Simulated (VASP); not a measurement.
# Pd (Fm-3m) in VASP: further runs

The runs below take Pd through single point, with PBEsol.

Program: VASP 6.6.1. These are calculated values, not measurements. Logs are shortened: lines on timing, memory, paths and dates and some standing lists are left out, and cuts for length are marked.

## 1. The cell of the first run

Symmetry: Fm-3m, No. 225, cubic system. Conventional cell: a = 3.944 Å, b = 3.944 Å, c = 3.944 Å, α = 90.00°, β = 90.00°, γ = 90.00°. Pd (site symmetry m-3m) has 12 Pd at 2.79 Å within 3.7 Å.

## 2. Single point, PBEsol

INCAR reads:

```
PREC     = Accurate       # precision mode
ENCUT    = 520            # plane-wave cutoff, eV
EDIFF    = 1E-6           # SCF threshold, eV
ISMEAR   = 1              # smearing method
SIGMA    = 0.15           # smearing width, eV
LREAL    = False          # projectors in reciprocal space
LASPH    = True           # aspherical terms in the spheres
NELM     = 60             # most SCF steps
ALGO     = Normal         # electronic algorithm
ISIF     = 2              # what is computed and relaxed
LWAVE    = False          # write WAVECAR
LCHARG   = False          # write CHGCAR
GGA      = PS             # functional
NBANDS   = 11             # bands
```

KPOINTS reads:

```
regular mesh
0
Gamma
  10 10 10
```

POSCAR reads:

```
Pd
1.0
    0.0000000000      1.9721147795      1.9721147795
    1.9721147795      0.0000000000      1.9721147795
    1.9721147795      1.9721147795      0.0000000000
Pd
1
Direct
    0.0000000000      0.0000000000      0.0000000000
```

Potentials or basis: VASP PAW PBE potentials, release 64 (Pd).

Started as:

```bash
$ cat potpaw_PBE.64/Pd/POTCAR > POTCAR
$ mpirun -np 1 vasp_std > vasp.out
```

OUTCAR:

```text
PREC = Accurate
   ENCUT = 520
   EDIFF = 1E-6
   ISMEAR = 1
   LREAL = False
   LASPH = True
   NELM = 60
   ISIF = 2
   GGA = PS

 ion  position               nearest neighbor table
   1  0.000  0.000  0.000-

  LATTYP: Found a face centered cubic cell.
 ALAT       =     3.9442295590

  Lattice vectors:

 A1 = (   0.0000000000,   1.9721147795,   1.9721147795)
 A2 = (   1.9721147795,   0.0000000000,   1.9721147795)
 A3 = (   1.9721147795,   1.9721147795,   0.0000000000)

Analysis of symmetry for initial positions (statically):
=====================================================================
 Subroutine PRICEL returns:
 Original cell was already a primitive cell.

 Routine SETGRP: Setting up the symmetry group for a
 face centered cubic supercell.

 Subroutine GETGRP returns: Found 48 space group operations
[... 9 lines left out ...]

 Routine SETGRP: Setting up the symmetry group for a
 face centered cubic supercell.

 Subroutine GETGRP returns: Found 48 space group operations
[... 11 lines left out ...]
                                     Primitive cell

  volume of cell :      15.3400

  direct lattice vectors                    reciprocal lattice vectors
     0.000000000  1.972114780  1.972114780    -0.253534939  0.253534939  0.253534939
     1.972114780  0.000000000  1.972114780     0.253534939 -0.253534939  0.253534939
     1.972114780  1.972114780  0.000000000     0.253534939  0.253534939 -0.253534939

  length of vectors
     2.788991468  2.788991468  2.788991468     0.439135396  0.439135396  0.439135396

  position of ions in fractional coordinates (direct lattice)
     0.000000000  0.000000000  0.000000000

  ion indices of the primitive-cell ions
   primitive index   ion index
                 1           1

----------------------------------------------------------------------------------------

 KPOINTS: regular mesh

Automatic generation of k-mesh.
 Grid dimensions read from file:
 generate k-points for:   10   10   10

 Generating k-lattice:

  Cartesian coordinates                     Fractional coordinates (reciprocal lattice)
    -0.025353494  0.025353494  0.025353494     0.100000000  0.000000000  0.000000000
     0.025353494 -0.025353494  0.025353494     0.000000000  0.100000000  0.000000000
     0.025353494  0.025353494 -0.025353494     0.000000000  0.000000000  0.100000000

  Length of vectors
     0.043913540  0.043913540  0.043913540

  Shift w.r.t. Gamma in fractional coordinates (k-lattice)
     0.000000000  0.000000000  0.000000000

 Subroutine IBZKPT returns following result:
 ===========================================

 Found     47 irreducible k-points:

 Following reciprocal coordinates:
            Coordinates               Weight
  0.000000  0.000000  0.000000      1.000000
  0.100000  0.000000  0.000000      8.000000
  0.200000  0.000000  0.000000      8.000000
  0.300000  0.000000  0.000000      8.000000
  0.400000  0.000000  0.000000      8.000000
  0.500000  0.000000  0.000000      4.000000
[... 16 lines left out ...]
  0.300000  0.300000  0.000000      6.000000
  0.400000  0.300000  0.000000     24.000000
 [... further k-points ...]
   k-points           NKPTS =     47   k-points in BZ     NKDIM =     47   number of bands    NBANDS=     11
   number of dos      NEDOS =    301   number of ions     NIONS =      1
   total plane-waves  NPLWV =  13824
   dimension x,y,z NGX =    24 NGY =   24 NGZ =   24
   dimension x,y,z NGXF=    48 NGYF=   48 NGZF=   48
   ions per type =               1
   NGX,Y,Z   is equivalent  to a cutoff of  14.31, 14.31, 14.31 a.u.
   NGXF,Y,Z  is equivalent  to a cutoff of  28.61, 28.61, 28.61 a.u.
 SYSTEM =  unknown system
   PREC   = accura    normal or accurate (medium, high low for compatibility)
   ISTART =      0    job   : 0-new  1-cont  2-samecut
   ICHARG =      2    charge: 1-file 2-atom 10-const
   ISPIN  =      1    spin polarized calculation?
   LNONCOLLINEAR =      F non collinear calculations
   LSORBIT =      F    spin-orbit coupling
   LASPH  =      T    aspherical Exc in radial PAW
   ENCUT  =  520.0 eV  38.22 Ry    6.18 a.u.   5.19  5.19  5.19*2*pi/ulx,y,z
   NELM   =     60;   NELMIN=  2; NELMDL= -5     # of ELM steps
   EDIFF  = 0.1E-05   stopping-criterion for ELM
   LREAL  =      F    real-space projection
   EDIFFG = 0.1E-04   stopping-criterion for IOM
   NSW    =      0    number of steps for IOM
   IBRION =     -1    ionic relax: 0-MD 1-quasi-New 2-CG
   NFREE  =      0    steps in history (QN), initial steepest desc. (CG)
   ISIF   =      2    stress and relaxation
   ISYM   =      2    0-nonsym 1-usesym 2-fastsym
   POTIM  = 0.5000    time-step for ionic-motion
   TEBEG  =    0.0;   TEEND  =   0.0 temperature during run
   PSTRESS=    0.0 pullay stress
   NELECT =      10.0000    total number of electrons
   NUPDOWN=      -1.0000    fix difference up-down
   EMIN   =  10.00;   EMAX   =-10.00  energy-range for DOS
   EFERMI =   0.00;   METHOD = LEGACY
   ISMEAR =     1;   SIGMA  =   0.15  broadening in eV -4-tet -1-fermi 0-gaus
   EFERMI_NEDOS =   21; number of points for ismear=-14 and -15
   IALGO  =     38    algorithm
   IMIX   =      4    mixing-type and parameters
     AMIX     =   0.40;   BMIX     =  1.00
     AMIX_MAG =   1.60;   BMIX_MAG =  1.00
  volume/ion in A,a.u.               =      15.34       103.52
  Fermi-wavevector in a.u.,A,eV,Ry     =   1.419491  2.682449 27.415123  2.014955
  Thomas-Fermi vector in A             =   2.540506
   LORBIT       =      0    0 simple, 1 ext, 2 COOP (PROOUT), +10 PAW based schemes
   GGA     = PS    functional components
   LHFCALC =     F    Hartree Fock is set to
   AEXX    =    0.0000 exact exchange contribution
   IVDW    =     0    specifies the selected vdW correction
   LEPSILON=     F    determine dielectric tensor
   LRPA    =     F    only Hartree local field effects (RPA)
 non-spin polarized calculation
 Methfessel and Paxton  Order N= 1 SIGMA  =   0.15
  energy-cutoff  :      520.00
  volume of cell :       15.34
 maximum number of plane-waves:       424
 NGX is ok and might be reduce to    24
   NGX = 11   NGY = 11   NGZ = 11

 number of electron      10.0000000 magnetization

 Free energy of the ion-electron system (eV)
  ---------------------------------------------------
  ext. energy  EPLUGINS =         0.00000000
  ---------------------------------------------------
  free energy    TOTEN  =        -5.94705409 eV

  energy without entropy =       -5.94692273  energy(sigma->0) =       -5.94701031

 E-fermi :   8.9754     XC(G=0): -13.1369

 val. band max:        8.9700193814   @ k =  -0.4000   0.4000   0.0000
 cond. band min:       9.0104080044   @ k =   0.5000   0.2000   0.0000
 fundamental gap:      0.0403886230
 Fermi energy:         8.9753742045

 k-point     1 :       0.0000    0.0000    0.0000
  band No.  band energies     occupation
      1       2.0332      2.00000
      2       6.2956      2.00000
      3       6.2956      2.00000
      4       6.2956      2.00000
      5       7.8260      2.00000
      6       7.8260      2.00000
      7      26.0724      0.00000
      8      30.6175      0.00000
      9      30.6175      0.00000
     10      30.6175      0.00000
     11      35.1625      0.00000

 k-point     2 :       0.1000    0.0000    0.0000
  band No.  band energies     occupation
      1       2.3787      2.00000
      2       6.1841      2.00000
      3       6.4076      2.00000
      4       6.4076      2.00000
      5       7.7783      2.00000
      6       7.7783      2.00000
      7      26.3616      0.00000
      8      28.6509      0.00000
      9      30.9832      0.00000
     10      30.9832      0.00000
     11      35.6111      0.00000

 k-point     3 :       0.2000    0.0000    0.0000
  band No.  band energies     occupation
      1       3.2603      2.00000
      2       6.0686      2.00000
      3       6.5797      2.00000
      4       6.5797      2.00000
      5       7.8101      2.00000
      6       7.8101      2.00000
      7      24.8714      0.00000
      8      27.2257      0.00000
      9      31.8065      0.00000
     10      31.8065      0.00000
     11      34.3077      0.00000

 k-point     4 :       0.3000    0.0000    0.0000
  band No.  band energies     occupation
      1       3.9480      2.00000
      2       6.5093      2.00000
      3       6.5093      2.00000
      4       6.7734      2.00000
      5       8.2110      2.00000
      6       8.2110      2.00000
      7      21.2585      0.00000
      8      26.6283      0.00000
      9      31.6529      0.00000
     10      31.6529      0.00000
     11      34.6779      0.00000

 k-point     5 :       0.4000    0.0000    0.0000
  band No.  band energies     occupation
      1       3.9851      2.00000
      2       6.3350      2.00000
      3       6.3350      2.00000
      4       8.6415      2.00721
      5       8.7266      2.04079
      6       8.7266      2.04079
      7      17.7790      0.00000
      8      25.7610      0.00000
      9      30.2271      0.00000
     10      30.2271      0.00000
     11      35.2820      0.00000

 k-point     6 :       0.5000    0.0000    0.0000
  band No.  band energies     occupation
      1       3.9329      2.00000
      2       6.2583      2.00000
      3       6.2583      2.00000
      4       8.9542      1.23670
      5       8.9542      1.23670
      6       9.9794     -0.00000
      7      15.9315      0.00000
      8      25.4165      0.00000
      9      29.5943      0.00000
     10      29.5943      0.00000
     11      35.6167      0.00000

 k-point     7 :       0.1000    0.1000    0.0000
  band No.  band energies     occupation
      1       2.4943      2.00000
      2       6.0531      2.00000
      3       6.5022      2.00000
      4       6.5022      2.00000
      5       7.5812      2.00000
      6       7.9242      2.00000
      7      26.5404      0.00000
      8      29.2752      0.00000
      9      30.1587      0.00000
     10      30.1587      0.00000
     11      35.3240      0.00000

 k-point     8 :       0.2000    0.1000    0.0000
  band No.  band energies     occupation
      1       3.2159      2.00000
      2       5.8191      2.00000
      3       6.6927      2.00000
      4       6.7272      2.00000
      5       7.4760      2.00000
      6       8.0389      2.00000
      7      26.1673      0.00000
      8      27.4128      0.00000
      9      29.7056      0.00000
     10      30.9412      0.00000
     11      34.9136      0.00000
[... 141 lines left out ...]
 k-point    19 :       0.5000    0.2000    0.0000
  band No.  band energies     occupation
      1       4.5847      2.00000
      2       5.6966      2.00000
      3       6.6989      2.00000
      4       7.0666      2.00000
      5       9.0104      0.61640
      6      12.2226      0.00000
      7      17.1285      0.00000
      8      24.4187      0.00000
      9      26.5606      0.00000
     10      28.0254      0.00000
     11      35.3403      0.00000

 k-point    20 :      -0.4000    0.2000    0.0000
  band No.  band energies     occupation
      1       4.7120      2.00000
      2       5.7420      2.00000
      3       6.8354      2.00000
      4       6.9677      2.00000
      5       8.6641      2.01244
      6      13.0079      0.00000
      7      16.4389      0.00000
      8      23.4396      0.00000
      9      27.6436      0.00000
     10      27.9110      0.00000
     11      35.3611      0.00000

 k-point    21 :      -0.3000    0.2000    0.0000
  band No.  band energies     occupation
      1       4.9309      2.00000
      2       5.9098      2.00000
      3       6.3460      2.00000
      4       7.0124      2.00000
      5       7.9950      2.00000
      6      11.1388     -0.00000
      7      19.6126      0.00000
      8      23.1049      0.00000
      9      28.0211      0.00000
     10      30.1794      0.00000
     11      34.0649      0.00000

 k-point    22 :      -0.2000    0.2000    0.0000
  band No.  band energies     occupation
      1       4.7631      2.00000
      2       5.6233      2.00000
      3       6.3857      2.00000
      4       7.1802      2.00000
      5       7.3149      2.00000
      6       9.5821     -0.00000
      7      22.9509      0.00000
      8      23.7446      0.00000
      9      29.1869      0.00000
     10      31.8173      0.00000
     11      32.7294      0.00000

 k-point    23 :       0.3000    0.3000    0.0000
  band No.  band energies     occupation
      1       4.3746      2.00000
      2       4.8083      2.00000
      3       7.9037      2.00000
      4       7.9665      2.00000
      5       7.9665      2.00000
      6       8.5293      2.00022
      7      25.1476      0.00000
      8      25.1476      0.00000
      9      25.6423      0.00000
     10      28.8898      0.00000
     11      30.2609      0.00000

 k-point    24 :       0.4000    0.3000    0.0000
  band No.  band energies     occupation
      1       4.3975      2.00000
      2       4.6697      2.00000
      3       7.6115      2.00000
      4       8.0828      2.00000
      5       8.8924      1.79590
      6       9.9869     -0.00000
      7      22.2676      0.00000
      8      23.8022      0.00000
      9      24.1838      0.00000
     10      29.2846      0.00000
     11      31.4804      0.00000

 [... further k-points ...]
[... 5 lines left out ...]
  --------------------------------------------------------------------------------------
  -------------------------------------------------------------------------------------
  Total       -0.9445354     -0.9445354     -0.9445354     -0.0000000     -0.0000000      0.0000000
  in kB      -98.6511755    -98.6511755    -98.6511755     -0.0000000     -0.0000000      0.0000000
  external PRESSURE =     -98.6511755 kB  Pullay stress =       0.0000000 kB

 VOLUME and BASIS-vectors are now :
 -----------------------------------------------------------------------------
  energy-cutoff  :      520.00
  volume of cell :       15.34
      direct lattice vectors                 reciprocal lattice vectors
     0.000000000  1.972114780  1.972114780    -0.253534939  0.253534939  0.253534939
     1.972114780  0.000000000  1.972114780     0.253534939 -0.253534939  0.253534939
     1.972114780  1.972114780  0.000000000     0.253534939  0.253534939 -0.253534939

 POSITION                                       TOTAL-FORCE (eV/Angst)
 -----------------------------------------------------------------------------------
      0.00000      0.00000      0.00000         0.000000      0.000000     -0.000000
 -----------------------------------------------------------------------------------
    total drift:                               -0.000000      0.000000     -0.000000

  FREE ENERGIE OF THE ION-ELECTRON SYSTEM (eV)
  ---------------------------------------------------
  free  energy   TOTEN  =        -5.9470540908 eV

  energy  without entropy=       -5.9469227342  energy(sigma->0) =       -5.94701031
```

It took 6.6 s on 1 thread of AMD EPYC 7R13 (Zen 3), shared host; peak memory 0.11 GiB.

What came out:

* Free energy: -5.9471 eV
* Pressure: -9.9 GPa
* Band gap on the k mesh: zero (band 5 reaches 9.25 eV, above the bottom of band 6 at 7.78 eV)

Caveat: the PAW data sets were made with another functional, which shifts forces and pressure a little.

## 3. Single point, PBEsol

This run uses another cell than the first one, of 15.64 Å³/atom, 1.019 times its volume.

INCAR, as its differences from that of step 2:

```diff
@@ -7,3 +7,3 @@
 LASPH    = True           # aspherical terms in the spheres
-NELM     = 60             # most SCF steps
+NELM     = 80             # most SCF steps
 ALGO     = Normal         # electronic algorithm
```

KPOINTS is that of step 2.

POSCAR reads:

```
Pd
1.0
    0.0000000000      1.9846763588      1.9846763588
    1.9846763588      0.0000000000      1.9846763588
    1.9846763588      1.9846763588      0.0000000000
Pd
1
Direct
    0.0000000000      0.0000000000      0.0000000000
```

Potentials or basis: VASP PAW PBE potentials, release 64 (Pd).

Started as:

```bash
$ cat potpaw_PBE.64/Pd/POTCAR > POTCAR
$ mpirun -np 1 vasp_std > vasp.out
```

It took 6.6 s on 1 thread of AMD EPYC 7R13 (Zen 3), shared host; peak memory 0.11 GiB.

The run converged. Its results:

| Item | Value |
| --- | --- |
| Free energy | -5.9265 eV |
| Pressure | -12.6 GPa |
| Band gap on the k mesh | zero (band 5 reaches 8.93 eV, above the bottom of band 6 at 7.51 eV) |

Levels at points of the mesh, in eV from the Fermi level:
```
           k point  band 3  band 4  band 5  band 6  band 7  band 8
(0.00, 0.00, 0.00)   -2.60   -2.60   -1.11   -1.11   17.08   21.52
(0.50, 0.00, 0.00)   -2.63   -0.02   -0.02    1.05    6.81   16.42
(0.50, 0.50, 0.00)   -0.04    0.26    0.26    3.26   10.12   12.79
```

Caveat: the PAW data sets were made with another functional, which shifts forces and pressure a little.
